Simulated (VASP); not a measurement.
# Mg31S32 (a cell with a defect) in VASP: a series of runs, part 2 of 2

VASP 6.6.1.

## 3. Single point, PBEsol, collinear spin

File INCAR:

```
ALGO     = Normal         # electronic algorithm
EDIFF    = 1E-6           # SCF threshold, eV
ENCUT    = 400            # plane-wave cutoff, eV
GGA      = PS             # functional
GGA_COMPAT= F            
ISIF     = 2              # what is computed and relaxed
ISMEAR   = -1             # smearing method
ISPIN    = 2              # spin polarisation
ISYM     = -1           
LASPH    = T              # aspherical terms in the spheres
LCHARG   = F              # write CHGCAR
LORBIT   = 11             # projections on sites
LREAL    = Auto         
LWAVE    = F              # write WAVECAR
MAGMOM   = 0 0 0 0.167 0 0 0 0.167 0 0 0 0 0 0.167 0 0.167 0 0 0 0 0 0 0.167 0.167 0 0 0 0 0 0 0 0 0 0 0 0 0 0 0 0 0 0 0 0 0 0 0 0 0 0 0 0 0 0 0 0 0 0 0 0 0 0 0 # initial moments
NBANDS   = 168            # bands
NELECT   = 253.0        
NELM     = 200            # most SCF steps
PREC     = Accurate       # precision mode
SIGMA    = 0.05           # smearing width, eV
```

File KPOINTS:

```
explicit points
1
Reciprocal
  0.25000000   0.25000000   0.25000000 1
```

File POSCAR:

```
Mg31S32
1.0
   10.3639610000      0.0000000000      0.0000000000
    0.0000000000     10.3639610000      0.0000000000
    0.0000000000      0.0000000000     10.3639610000
S Mg
32 31
Direct
    0.2498060000      0.0002200000      0.0002210000
    0.2486420000      0.9999070000      0.5001270000
    0.2486400000      0.5001420000      0.9998510000
    0.2435360000      0.5002320000      0.5002420000
    0.7507420000      0.0002370000      0.0002340000
    0.7519290000      0.0004830000      0.5002880000
    0.7519260000      0.5002860000      0.0004950000
    0.7569670000      0.5001960000      0.5002000000
    0.0002640000      0.2497590000      0.0002150000
    0.9999210000      0.2485760000      0.5001500000
    0.0002770000      0.7507040000      0.0002240000
    0.0005350000      0.7518470000      0.5002800000
    0.5001880000      0.2486100000      0.9998910000
    0.5002890000      0.2434840000      0.5002260000
    0.5003350000      0.7518990000      0.0004910000
    0.5002490000      0.7568960000      0.5001820000
    0.0002660000      0.0002020000      0.2497500000
    0.0002750000      0.0002310000      0.7507000000
    0.9999170000      0.5001500000      0.2485940000
    0.0005500000      0.5002940000      0.7518660000
    0.5001910000      0.9999060000      0.2486060000
    0.5003400000      0.0005020000      0.7518990000
    0.5003020000      0.5002140000      0.2434430000
    0.5002440000      0.5001680000      0.7569720000
    0.2497440000      0.2497290000      0.2496990000
    0.2497200000      0.2496690000      0.7501830000
    0.2497170000      0.7501750000      0.2496710000
    0.2502690000      0.7507380000      0.7507060000
    0.7502250000      0.2496520000      0.2496610000
    0.7507700000      0.2502310000      0.7507370000
    0.7507720000      0.7507320000      0.2502260000
    0.7507210000      0.7506710000      0.7506750000
    0.0002920000      0.0002320000      0.0002220000
    0.0002960000      0.0002080000      0.5002350000
    0.0002710000      0.5002420000      0.0002240000
    0.0003180000      0.5002340000      0.5002460000
    0.5002680000      0.0002320000      0.0002290000
    0.5002650000      0.0002970000      0.5002800000
    0.5002920000      0.5002730000      0.0003070000
    0.2505600000      0.2504910000      0.9994520000
    0.2546190000      0.2545600000      0.5005580000
    0.2506680000      0.7498370000      0.0001890000
    0.2550680000      0.7453530000      0.5001930000
    0.7498520000      0.2506280000      0.0002190000
    0.7453730000      0.2550400000      0.5002040000
    0.7499920000      0.7499420000      0.0009340000
    0.7459570000      0.7459220000      0.4998380000
    0.2505840000      0.9994790000      0.2505090000
    0.2506970000      0.0002160000      0.7498020000
    0.2546620000      0.5005250000      0.2545550000
    0.2551250000      0.5001900000      0.7453030000
    0.7498370000      0.0002010000      0.2506390000
    0.7499630000      0.0009210000      0.7499300000
    0.7453210000      0.5001900000      0.2550450000
    0.7459560000      0.4998580000      0.7459240000
    0.9994760000      0.2505350000      0.2505220000
    0.0002390000      0.2506630000      0.7498000000
    0.0002260000      0.7497830000      0.2506370000
    0.0009630000      0.7499170000      0.7499070000
    0.5006370000      0.2546420000      0.2546180000
    0.5002860000      0.2550050000      0.7452720000
    0.5003320000      0.7452510000      0.2549760000
    0.4999440000      0.7459240000      0.7459520000
```

Potentials or basis: VASP PAW PBE potentials, release 64 (S, Mg).

The run is started by

```sh
$ cat potpaw_PBE.64/S/POTCAR potpaw_PBE.64/Mg/POTCAR > POTCAR
$ mpirun -np 1 vasp_std > vasp.out
```

It took 10 min on 1 thread of Intel Xeon Platinum 8259CL at 2.50GHz (Skylake/Cascade Lake), shared host; peak memory 1 GiB.

Results (log left out):

```yaml
Free_energy: -286.8418 eV
Largest_force: 0.025 eV/Å
Net_moment: 0.01 μB per cell
Valence_electrons_inside_the_program's_atomic_spheres: S 3.78, 3.77, 3.76 (each value once); Mg 0.31, 0.32, 0.33 (each value once)
```

Forces on the atoms (eV/Å):
```
S    0.000 -0.001 -0.001
S   -0.001  0.000  0.000
S   -0.002  0.000  0.002
S    0.009  0.006  0.005
S    0.001  0.000  0.000
S   -0.001  0.002  0.002
S    0.000  0.002  0.002
S   -0.007 -0.007 -0.007
S   -0.001  0.000 -0.001
S    0.001 -0.001 -0.001
S    0.000  0.000  0.000
S    0.002  0.001  0.001
S   -0.001 -0.002  0.001
S    0.006  0.009  0.007
S    0.001 -0.001  0.001
S   -0.008 -0.005 -0.007
S   -0.001  0.000  0.001
S    0.001  0.000  0.000
S    0.001 -0.001 -0.001
S    0.001  0.001  0.000
S   -0.001  0.000 -0.001
S    0.001  0.001 -0.001
S    0.005  0.007  0.011
S   -0.006 -0.005 -0.009
S    0.002  0.000  0.002
S    0.001  0.001  0.002
S    0.002  0.002  0.000
S   -0.002  0.000  0.001
S    0.003  0.002  0.002
S    0.001 -0.003  0.000
S    0.001  0.000 -0.003
S    0.002  0.002  0.002
Mg  -0.002 -0.001  0.000
Mg  -0.002  0.000 -0.001
Mg   0.000 -0.001  0.000
Mg  -0.004 -0.002 -0.001
Mg   0.000  0.000  0.000
Mg   0.000 -0.006 -0.002
Mg  -0.001 -0.002 -0.006
Mg   0.005  0.007  0.005
Mg  -0.014 -0.013 -0.007
Mg   0.004 -0.006  0.000
Mg  -0.008  0.012 -0.001
Mg  -0.005  0.004 -0.001
Mg   0.013 -0.010  0.000
Mg  -0.005 -0.005 -0.005
Mg   0.011  0.011  0.008
Mg   0.005  0.004  0.005
Mg   0.003 -0.001 -0.005
Mg  -0.016 -0.005 -0.014
Mg  -0.011  0.000  0.013
Mg  -0.004  0.000  0.004
Mg  -0.003 -0.004 -0.005
Mg   0.016  0.000 -0.010
Mg   0.011  0.007  0.011
Mg   0.006  0.004  0.005
Mg   0.000  0.003 -0.004
Mg   0.002 -0.004  0.004
Mg  -0.003 -0.004 -0.004
Mg  -0.009 -0.017 -0.016
Mg  -0.002 -0.009  0.015
Mg  -0.004  0.016 -0.007
Mg   0.005  0.011  0.009
```

Levels at points of the mesh, in eV from the Fermi level:
Spin up:
```csv
k point,band 123,band 124,band 125,band 126,band 127,band 128,band 129,band 130
"(0.25, 0.25, 0.25)",-0.40,-0.27,-0.12,-0.12,0.03,0.03,3.44,3.44
```
Spin down:
| k point | band 123 | band 124 | band 125 | band 126 | band 127 | band 128 | band 129 | band 130 |
| --- | --- | --- | --- | --- | --- | --- | --- | --- |
| (0.25, 0.25, 0.25) | -0.40 | -0.27 | -0.12 | -0.12 | 0.03 | 0.03 | 3.44 | 3.44 |

Caveat: the cell carries a net charge on a neutralising background, which shifts energy and pressure; the cell is charged against a uniform background, so pressure and absolute levels hang on convention; the PAW data sets were made with another functional, which shifts forces and pressure a little.
